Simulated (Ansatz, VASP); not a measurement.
Given: the input of a run of VASP 6.6.1 on Zn.

INCAR

```
SYSTEM = Zn
ALGO = Normal
EDIFF = 1E-7
ENCUT = 520
GGA = CA
ISIF = 2
ISMEAR = 0
LASPH = .TRUE.
LCHARG = .FALSE.
LREAL = .FALSE.
LWAVE = .FALSE.
NBANDS = 19
NELM = 100
PREC = Accurate
SIGMA = 0.02
```

The input KPOINTS:

```
k-points
0
G
  11 11 6
  0 0 0
```

Contents of POSCAR:

```
Zn
1.0
    2.6700000000      0.0000000000      0.0000000000
   -1.3350000000      2.3122878281      0.0000000000
    0.0000000000      0.0000000000      4.9660000000
Zn
2
Direct
    0.6666666667      0.3333333333      0.7500000000
    0.3333333333      0.6666666667      0.2500000000
```

Potentials or basis: VASP PAW LDA potentials, release 64 (Zn).

The run is started by

```bash
$ cat potpaw_LDA.64/Zn/POTCAR > POTCAR
$ mpirun -np 1 vasp_std > vasp.out
```

Task: Translate it to Ansatz 0.2.0. Potentials there: all-electron LAPW, scalar-relativistic.

Result: As run (the cutoff follows the program's own potentials):

The input input.yaml:

```yaml
crystal:
  lattice:
    - [2.67, 0.0, 0.0]
    - [-1.335, 2.3122878281, 0.0]
    - [0.0, 0.0, 4.966]
  atoms:
    - { symbol: Zn, position: [0.6666666667, 0.3333333333, 0.75] }
    - { symbol: Zn, position: [0.3333333333, 0.6666666667, 0.25] }
kpoints:
  mp_grid: { grid: [11, 11, 6] }
scf:
  occupations: { method: gaussian, width: 0.02 }
hamiltonian:
  xc: lda
  pseudopotentials: { kind: all_electron, lapw: { basis_error: 0.001 } }
output:
  forces: true
  stress: true
  eigenvalues: true
```

Potentials or basis: all-electron LAPW, scalar-relativistic.

Run with:

```bash
$ ansatz run input.yaml --threads 1 --pin off --max-ram 3072MiB --backend cpu --events-out ev --progress --plain --runs-dir out
```

Both were run:

|  | VASP | Ansatz | Ansatz less VASP |
| --- | --- | --- | --- |
| gap on the k mesh at the Fermi level (eV) | none | none | - |
| pressure (GPa) | -8.6 | -9.1 | -0.44 |
| traceless stress, the component that is largest in VASP (GPa) | 0.16 | 0.32 | +0.167 |

LDA's correlation is that of Perdew and Zunger in VASP and of Perdew and Wang (1992) in Ansatz. A gap of «none» marks a metal or a gap that the smearing closes. Ansatz ran all-electron here, and VASP with PAW potentials.
